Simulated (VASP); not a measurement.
Input of a VASP 6.6.1 run:

The input INCAR:

```
ALGO     = Normal         # electronic algorithm
EDIFF    = 1E-6           # SCF threshold, eV
ENCUT    = 520            # plane-wave cutoff, eV
GGA      = PS             # functional
ISIF     = 2              # what is computed and relaxed
ISMEAR   = 0              # smearing method
LASPH    = T              # aspherical terms in the spheres
LCHARG   = T              # write CHGCAR
LELF     = T              # ELF
LREAL    = F              # projectors in reciprocal space
LVHAR    = T            
LWAVE    = F              # write WAVECAR
NBANDS   = 16             # bands
NELM     = 80             # most SCF steps
PREC     = Accurate       # precision mode
SIGMA    = 0.02           # smearing width, eV
```

The input KPOINTS:

```
k-points
0
Gamma
  8 8 6
```

Contents of POSCAR:

```
BP
1.0
    2.3279037727      2.3279037727      0.0000000000
   -2.3279037727      2.3279037727      0.0000000000
    0.0000000000      0.0000000000      4.4558791352
B P
2 2
Direct
    0.0000000000      0.0000000000      0.0000000000
    0.5000000000      0.5000000000      0.5000000000
    0.5000000000      0.0000000000      0.7500000000
    0.0000000000      0.5000000000      0.2500000000
```

Potentials or basis: VASP PAW PBE potentials, release 64 (B, P).

Command:

```console
$ cat potpaw_PBE.64/B/POTCAR potpaw_PBE.64/P/POTCAR > POTCAR
$ mpirun -np 1 vasp_std > vasp.out
```

(1) Estimate the pressure.

(2) Estimate the band gap on the k mesh.

Results:

(1) -6.9 GPa.

(2) 0.53 eV.

Caveat: the cell differs from its parent crystal (biaxial strain in the a-b plane: +3.0 %, then relaxed in part); the PAW data sets were made with another functional, which shifts forces and pressure a little.
